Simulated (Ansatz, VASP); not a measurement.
**NaI in VASP and in Ansatz**

```
CELL_PARAMETERS angstrom
-0.01617 3.22527 3.22527
3.22527 -0.01617 3.22527
3.22527 3.22527 -0.01617
ATOMIC_POSITIONS crystal
Na 0.00000 0.00000 0.00000
I 0.50000 0.50000 0.50000
```

Change from the starting cell: equal xy, yz and zx engineering shears of -0.5 %, PAW files.

Alike in both runs: task relaxation of the atoms; functional r2SCAN; k mesh 6 × 6 × 6; no spin polarisation.

|  | VASP | Ansatz |
| --- | --- | --- |
| version | VASP 6.6.1 | Ansatz 0.2.0 |
| potentials or method | VASP PAW PBE potentials, release 64 (Na_pv, I) | PAW with Ansatz's default frozen-core files, scalar-relativistic |
| plane-wave cutoff (eV) | 520 | 500 |
| occupations | gaussian, width 0.01 eV | fixed |
| valence electrons in the cell | 14 | 26 |

```tsv
	VASP	Ansatz	Ansatz less VASP
gap on the k mesh at the Fermi level, each at its own relaxed structure (eV)	4.42	4.42	-0.009
```

VASP's potentials were made for PBE, not for r2SCAN. VASP's potentials hold 14 valence electrons a cell and Ansatz's 26, so a difference there can come from the potentials and not from the codes.

Neither program's run includes spin-orbit coupling. Noted on VASP's run: the relaxation stopped at its first step, so nothing moved.
